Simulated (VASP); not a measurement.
# AlN (P6_3mc) in VASP: further runs

Runs on AlN. Level: PBE. Tasks: single point.

Program: VASP 6.6.1. These are calculated values, not measurements. Logs are shortened: lines on timing, memory, paths and dates and some standing lists are left out, and cuts for length are marked.

## 1. The cell of the first run

Symmetry: P6_3mc, No. 186, hexagonal system. The conventional cell has a = 3.107 Å, b = 3.107 Å, c = 4.979 Å, α = 90.00°, β = 90.00°, γ = 120.00°. Within 2.5 Å of Al (site symmetry 3m) lie 4 N at 1.89 to 1.90 Å. Within 2.5 Å of N (site symmetry 3m) lie 4 Al at 1.89 to 1.90 Å.

## 2. Single point, PBE

Input file INCAR:

```
ALGO = Normal ; EDIFF = 1E-7
ENCUT = 520 ; GGA = PE
ISIF = 2 ; ISMEAR = -1
LASPH = True ; LCHARG = True
LELF = True ; LREAL = False
LVHAR = True ; LWAVE = False
NBANDS = 16 ; NELM = 60
PREC = Accurate ; SIGMA = 0.02
```

Input file KPOINTS:

```
k-points
0
Gamma
  12 12 6
```

Input file POSCAR:

```
AlN
1.0
    3.1066937614      0.0000000000      0.0000000000
   -1.5533468807      2.6904757192      0.0000000000
    0.0000000000      0.0000000000      4.9785915477
Al N
2 2
Direct
    0.3333333333      0.6666666667     -0.0032954727
    0.6666666667      0.3333333333      0.4967045273
    0.3333333333      0.6666666667      0.3782954727
    0.6666666667      0.3333333333      0.8782954727
```

Potentials or basis: VASP PAW PBE potentials, release 64 (Al, N).

Command:

```sh
cat potpaw_PBE.64/Al/POTCAR potpaw_PBE.64/N/POTCAR > POTCAR
mpirun -np 1 vasp_std > vasp.out
```

OUTCAR:

```text
EDIFF = 1E-7
   ENCUT = 520
   GGA = PE
   ISIF = 2
   ISMEAR = -1
   LASPH = True
   LREAL = False
   NELM = 60
   PREC = Accurate

 ion  position               nearest neighbor table
   1  0.333  0.667  0.997-   4 1.89   4 1.89   4 1.89   3 1.90   2 3.07   2 3.07   2 3.07   2 3.07
                             2 3.07   2 3.07
   2  0.667  0.333  0.497-   3 1.89   3 1.89   3 1.89   4 1.90   1 3.07   1 3.07   1 3.07   1 3.07
                             1 3.07   1 3.07
   3  0.333  0.667  0.378-   2 1.89   2 1.89   2 1.89   1 1.90
   4  0.667  0.333  0.878-   1 1.89   1 1.89   1 1.89   2 1.90

  LATTYP: Found a hexagonal cell.
 ALAT       =     3.1066937614
 C/A-ratio  =     1.6025369509

  Lattice vectors:

 A1 = (   3.1066937614,   0.0000000000,   0.0000000000)
 A2 = (  -1.5533468807,   2.6904757192,   0.0000000000)
 A3 = (   0.0000000000,   0.0000000000,   4.9785915477)

Analysis of symmetry for initial positions (statically):
=====================================================================
 Subroutine PRICEL returns:
 Original cell was already a primitive cell.

 Routine SETGRP: Setting up the symmetry group for a
 hexagonal supercell.

 Subroutine GETGRP returns: Found 12 space group operations
 (whereof  6 operations were pure point group operations)
 out of a pool of 24 trial point group operations.

The static configuration has the point symmetry C_3v.
 The point group associated with its full space group is C_6v.

Analysis of symmetry for dynamics (positions and initial velocities):
=====================================================================
 Subroutine PRICEL returns:
 Original cell was already a primitive cell.

 Routine SETGRP: Setting up the symmetry group for a
 hexagonal supercell.

 Subroutine GETGRP returns: Found 12 space group operations
 (whereof  6 operations were pure point group operations)
 out of a pool of 24 trial point group operations.

The dynamic configuration has the point symmetry C_3v.
 The point group associated with its full space group is C_6v.

 Subroutine INISYM returns: Found 12 space group operations
 (whereof  6 operations are pure point group operations),
 and found     1 'primitive' translations

----------------------------------------------------------------------------------------

                                     Primitive cell

[... 89 lines left out ...]
   LNONCOLLINEAR =      F non collinear calculations
   LSORBIT =      F    spin-orbit coupling
   LASPH  =      T    aspherical Exc in radial PAW
   ENCUT  =  520.0 eV  38.22 Ry    6.18 a.u.   5.78  5.78  9.26*2*pi/ulx,y,z
   NELM   =     60;   NELMIN=  2; NELMDL= -5     # of ELM steps
   EDIFF  = 0.1E-06   stopping-criterion for ELM
   LREAL  =      F    real-space projection
   EDIFFG = 0.1E-05   stopping-criterion for IOM
   NSW    =      0    number of steps for IOM
   IBRION =     -1    ionic relax: 0-MD 1-quasi-New 2-CG
   NFREE  =      0    steps in history (QN), initial steepest desc. (CG)
   ISIF   =      2    stress and relaxation
   ISYM   =      2    0-nonsym 1-usesym 2-fastsym
   POTIM  = 0.5000    time-step for ionic-motion
   TEBEG  =    0.0;   TEEND  =   0.0 temperature during run
   PSTRESS=    0.0 pullay stress
   NELECT =      16.0000    total number of electrons
   NUPDOWN=      -1.0000    fix difference up-down
   EMIN   =  10.00;   EMAX   =-10.00  energy-range for DOS
   EFERMI =   0.00;   METHOD = LEGACY
   ISMEAR =    -1;   SIGMA  =   0.02  broadening in eV -4-tet -1-fermi 0-gaus
   EFERMI_NEDOS =   21; number of points for ismear=-14 and -15
   IALGO  =     38    algorithm
   IMIX   =      4    mixing-type and parameters
     AMIX     =   0.40;   BMIX     =  1.00
     AMIX_MAG =   1.60;   BMIX_MAG =  1.00
  volume/ion in A,a.u.               =      10.40        70.21
  Fermi-wavevector in a.u.,A,eV,Ry     =   1.190429  2.249585 19.281103  1.417121
  Thomas-Fermi vector in A             =   2.326514
   LORBIT       =      0    0 simple, 1 ext, 2 COOP (PROOUT), +10 PAW based schemes
   GGA     = PE    functional components
   LHFCALC =     F    Hartree Fock is set to
   AEXX    =    0.0000 exact exchange contribution
   IVDW    =     0    specifies the selected vdW correction
   LEPSILON=     F    determine dielectric tensor
   LRPA    =     F    only Hartree local field effects (RPA)
 non-spin polarized calculation
  energy-cutoff  :      520.00
  volume of cell :       41.61
 maximum number of plane-waves:      1152
 NGX is ok and might be reduce to    24
   NGX = 11   NGY = 11   NGZ = 19

 number of electron      15.9999997 magnetization

 Free energy of the ion-electron system (eV)
  ---------------------------------------------------
  ext. energy  EPLUGINS =         0.00000000
  ---------------------------------------------------
  free energy    TOTEN  =       -29.76785446 eV

  energy without entropy =      -29.76785446  energy(sigma->0) =      -29.76785446

 E-fermi :   6.5786     XC(G=0): -10.9267

 val. band max:        6.1858270952   @ k =   0.0000   0.0000   0.0000
 cond. band min:      10.4291980589   @ k =   0.0000   0.0000   0.0000
 fundamental gap:      4.2433709637
 Fermi energy:         6.5786153166

 k-point     1 :       0.0000    0.0000    0.0000
  band No.  band energies     occupation
      1      -9.0209      2.00000
      2      -6.8663      2.00000
      3       0.1767      2.00000
      4       5.3266      2.00000
      5       5.3266      2.00000
      6       5.9755      2.00000
[... 433 lines left out ...]
      3       1.2687      2.00000
      4       2.2391      2.00000
      5       2.8445      2.00000
      6       4.4161      2.00000
[... 8 lines left out ...]
     15      18.6452      0.00000
     16      20.5325      0.00000

 [... further k-points ...]
[... 5 lines left out ...]
  --------------------------------------------------------------------------------------
  -------------------------------------------------------------------------------------
  Total        1.1527388      1.1527388      1.1145310      0.0000000     -0.0000000      0.0000000
  in kB       44.3820601     44.3820601     42.9110076      0.0000000     -0.0000000      0.0000000
  external PRESSURE =      43.8917093 kB  Pullay stress =       0.0000000 kB

 VOLUME and BASIS-vectors are now :
 -----------------------------------------------------------------------------
  energy-cutoff  :      520.00
  volume of cell :       41.61
      direct lattice vectors                 reciprocal lattice vectors
     3.106693761  0.000000000  0.000000000     0.321885605  0.185840741  0.000000000
    -1.553346881  2.690475719  0.000000000     0.000000000  0.371681481  0.000000000
     0.000000000  0.000000000  4.978591548     0.000000000  0.000000000  0.200860020

 POSITION                                       TOTAL-FORCE (eV/Angst)
 -----------------------------------------------------------------------------------
     -0.00000      1.79365      4.96218        -0.000000      0.000000     -0.009030
      1.55335      0.89683      2.47289        -0.000000     -0.000000     -0.009030
     -0.00000      1.79365      1.88338        -0.000000      0.000000      0.009030
      1.55335      0.89683      4.37267         0.000000      0.000000      0.009030
 -----------------------------------------------------------------------------------
    total drift:                               -0.000000     -0.000000     -0.000954

  FREE ENERGIE OF THE ION-ELECTRON SYSTEM (eV)
  ---------------------------------------------------
  free  energy   TOTEN  =       -29.7678544584 eV

  energy  without entropy=      -29.7678544584  energy(sigma->0) =      -29.76785446
```

stdout:

```text
POSCAR found type information on POSCAR AlN
 POSCAR found :  2 types and       4 ions
 scaLAPACK will be used
 LDA part: xc-table for (Slater+PW92), standard interpolation
 POSCAR, INCAR and KPOINTS ok, starting setup
 FFT: planning ... GRIDC
 FFT: planning ... GRID_SOFT
 FFT: planning ... GRID
 WAVECAR not read
 entering main loop
```

Run time: 91 s. Hardware: 1 thread of AMD EPYC 7R13, shared host; peak memory 0.15 GiB.

What came out:

```yaml
Free_energy: -29.7679 eV
Pressure: 4.4 GPa
Largest_force: 0.009 eV/Å
Band_gap_on_the_k_mesh: 4.24 eV, direct
```

Forces on the atoms (eV/Å):
```
Al   0.000  0.000 -0.009
Al   0.000  0.000 -0.009
N    0.000  0.000  0.009
N    0.000  0.000  0.009
```

Levels at points of the mesh, in eV from the valence-band top:
```csv
k point,band 4,band 5,band 6,band 7,band 8,band 9,band 10,band 11,band 12,band 13
"(0.00, 0.00, 0.00)",-0.86,-0.86,-0.21,-0.21,0.00,4.24,6.70,10.64,11.19,11.19
"(0.50, 0.00, 0.00)",-4.17,-3.35,-2.09,-1.78,-0.69,5.81,5.83,8.22,10.31,10.94
"(0.00, 0.00, 0.50)",-3.34,-0.54,-0.54,-0.54,-0.54,6.51,6.51,10.35,10.35,11.51
"(0.50, 0.00, 0.50)",-5.61,-1.46,-1.46,-1.37,-1.37,5.32,5.32,9.28,9.28,11.86
```

## 3. Single point, PBE (epitaxial xy strain +1.5%)

Input file INCAR:

```
ALGO     = Normal         # electronic algorithm
EDIFF    = 1E-6           # SCF threshold, eV
ENCUT    = 520            # plane-wave cutoff, eV
GGA      = PE             # functional
ISIF     = 2              # what is computed and relaxed
ISMEAR   = -1             # smearing method
LASPH    = True           # aspherical terms in the spheres
LCHARG   = False          # write CHGCAR
LREAL    = False          # projectors in reciprocal space
LWAVE    = False          # write WAVECAR
NBANDS   = 16             # bands
NELM     = 100            # most SCF steps
PREC     = Accurate       # precision mode
SIGMA    = 0.02           # smearing width, eV
```

KPOINTS is that of step 2.

Input file POSCAR:

```
AlN
1.0
    3.1532941678      0.0000000000      0.0000000000
   -1.5766470839      2.7308328549      0.0000000000
    0.0000000000      0.0000000000      4.9360797740
Al N
2 2
Direct
    0.3333333333      0.6666666667     -0.0053356497
    0.6666666667      0.3333333333      0.4946643503
    0.3333333333      0.6666666667      0.3803356497
    0.6666666667      0.3333333333      0.8803356497
```

Potentials or basis: VASP PAW PBE potentials, release 64 (Al, N).

Command:

```sh
cat potpaw_PBE.64/Al/POTCAR potpaw_PBE.64/N/POTCAR > POTCAR
mpirun -np 1 vasp_std > vasp.out
```

OUTCAR:

```text
EDIFF = 1E-6
   ENCUT = 520
   GGA = PE
   ISIF = 2
   ISMEAR = -1
   LASPH = True
   LREAL = False
   NELM = 100
   PREC = Accurate

 ion  position               nearest neighbor table
   1  0.333  0.667  0.995-   3 1.90   4 1.91   4 1.91   4 1.91   2 3.07   2 3.07   2 3.07   2 3.07
                             2 3.07   2 3.07
   2  0.667  0.333  0.495-   4 1.90   3 1.91   3 1.91   3 1.91   1 3.07   1 3.07   1 3.07   1 3.07
                             1 3.07   1 3.07
   3  0.333  0.667  0.380-   1 1.90   2 1.91   2 1.91   2 1.91
   4  0.667  0.333  0.880-   2 1.90   1 1.91   1 1.91   1 1.91

  LATTYP: Found a hexagonal cell.
 ALAT       =     3.1532941678
 C/A-ratio  =     1.5653724364

  Lattice vectors:

 A1 = (   3.1532941678,   0.0000000000,   0.0000000000)
 A2 = (  -1.5766470839,   2.7308328549,   0.0000000000)
 A3 = (   0.0000000000,   0.0000000000,   4.9360797740)

Analysis of symmetry for initial positions (statically):
=====================================================================
 Subroutine PRICEL returns:
[... 173 lines left out ...]
  free energy    TOTEN  =       -29.76715251 eV

  energy without entropy =      -29.76715251  energy(sigma->0) =      -29.76715251

 E-fermi :   6.5670     XC(G=0): -10.8340

 val. band max:        6.1194118893   @ k =   0.0000   0.0000   0.0000
 cond. band min:      10.0566252958   @ k =   0.0000   0.0000   0.0000
 fundamental gap:      3.9372134065
 Fermi energy:         6.5670264063

 k-point     1 :       0.0000    0.0000    0.0000
  band No.  band energies     occupation
      1      -9.0975      2.00000
      2      -6.9106      2.00000
      3       0.1551      2.00000
      4       5.0202      2.00000
      5       5.0202      2.00000
      6       5.7317      2.00000
[... 433 lines left out ...]
      3       1.1166      2.00000
      4       2.1164      2.00000
      5       2.7302      2.00000
      6       4.1339      2.00000
[... 8 lines left out ...]
     15      18.2925      0.00000
     16      19.9653      0.00000

 [... further k-points ...]
[... 5 lines left out ...]
  --------------------------------------------------------------------------------------
  -------------------------------------------------------------------------------------
  Total       -0.6212103     -0.6212103      1.0846084      0.0000000      0.0000000     -0.0000000
  in kB      -23.4157182    -23.4157182     40.8829078      0.0000000      0.0000000     -0.0000000
  external PRESSURE =      -1.9828429 kB  Pullay stress =       0.0000000 kB

 VOLUME and BASIS-vectors are now :
 -----------------------------------------------------------------------------
  energy-cutoff  :      520.00
  volume of cell :       42.51
      direct lattice vectors                 reciprocal lattice vectors
     3.153294168  0.000000000  0.000000000     0.317128675  0.183094326  0.000000000
    -1.576647084  2.730832855  0.000000000     0.000000000  0.366188651  0.000000000
     0.000000000  0.000000000  4.936079774     0.000000000  0.000000000  0.202589919

 POSITION                                       TOTAL-FORCE (eV/Angst)
 -----------------------------------------------------------------------------------
     -0.00000      1.82056      4.90974         0.000000      0.000000     -0.025568
      1.57665      0.91028      2.44170        -0.000000      0.000000     -0.025568
     -0.00000      1.82056      1.87737         0.000000      0.000000      0.025568
      1.57665      0.91028      4.34541        -0.000000     -0.000000      0.025568
 -----------------------------------------------------------------------------------
    total drift:                               -0.000000     -0.000000     -0.000225

  FREE ENERGIE OF THE ION-ELECTRON SYSTEM (eV)
  ---------------------------------------------------
  free  energy   TOTEN  =       -29.7671525150 eV

  energy  without entropy=      -29.7671525150  energy(sigma->0) =      -29.76715251
```

OSZICAR:

```text
N       E                     dE             d eps       ncg     rms          rms(c)
DAV:   1     0.412431368589E+02    0.41243E+02   -0.72962E+03  2432   0.895E+02
DAV:   2    -0.309188322783E+02   -0.72162E+02   -0.66399E+02  3408   0.186E+02
DAV:   3    -0.344229651582E+02   -0.35041E+01   -0.34946E+01  3008   0.423E+01
DAV:   4    -0.344449577570E+02   -0.21993E-01   -0.21991E-01  3032   0.379E+00
DAV:   5    -0.344452536996E+02   -0.29594E-03   -0.29594E-03  2992   0.443E-01    0.121E+01
DAV:   6    -0.297530783002E+02    0.46922E+01   -0.10608E+01  2960   0.236E+01    0.411E+00
DAV:   7    -0.297789776336E+02   -0.25899E-01   -0.66072E-01  2576   0.574E+00    0.292E+00
DAV:   8    -0.297720268459E+02    0.69508E-02   -0.63276E-02  2728   0.232E+00    0.641E-01
DAV:   9    -0.297665920714E+02    0.54348E-02   -0.12674E-02  3152   0.839E-01    0.254E-01
DAV:  10    -0.297672396704E+02   -0.64760E-03   -0.24339E-03  2672   0.311E-01    0.140E-01
DAV:  11    -0.297671491051E+02    0.90565E-04   -0.19457E-04  2816   0.108E-01    0.339E-02
DAV:  12    -0.297671526508E+02   -0.35456E-05   -0.12213E-05  2688   0.278E-02    0.770E-03
DAV:  13    -0.297671525150E+02    0.13580E-06   -0.49842E-06  2760   0.173E-02
   1 F= -.29767153E+02 E0= -.29767153E+02  d E =-.356752E-12
```

Run time: 82 s. Hardware: 1 thread of AMD EPYC 7R13, shared host; peak memory 0.15 GiB.

What came out:

| Quantity | Value |
| --- | --- |
| Free energy | -29.7672 eV |
| Pressure | -0.2 GPa |
| Largest force | 0.026 eV/Å |
| Band gap on the k mesh | 3.94 eV, direct |

Forces on the atoms (eV/Å):
```
Al   0.000  0.000 -0.026
Al   0.000  0.000 -0.026
N    0.000  0.000  0.026
N    0.000  0.000  0.026
```

Stress tensor (GPa, compression positive):
```
-2.34  0.00  0.00
 0.00 -2.34  0.00
 0.00  0.00  4.09
```

Levels at points of the mesh, in eV from the valence-band top:
```csv
k point,band 4,band 5,band 6,band 7,band 8,band 9,band 10,band 11,band 12,band 13
"(0.00, 0.00, 0.00)",-1.10,-1.10,-0.39,-0.39,0.00,3.94,6.18,10.50,10.68,10.68
"(0.50, 0.00, 0.00)",-4.19,-3.42,-2.30,-1.84,-0.82,5.52,5.81,7.89,10.04,10.63
"(0.00, 0.00, 0.50)",-3.31,-0.75,-0.75,-0.75,-0.75,6.12,6.12,10.15,10.15,11.00
"(0.50, 0.00, 0.50)",-5.68,-1.64,-1.64,-1.39,-1.39,5.20,5.20,9.03,9.03,11.54
```

Caveat: the cell differs from its parent crystal (epitaxial xy strain +1.5%).
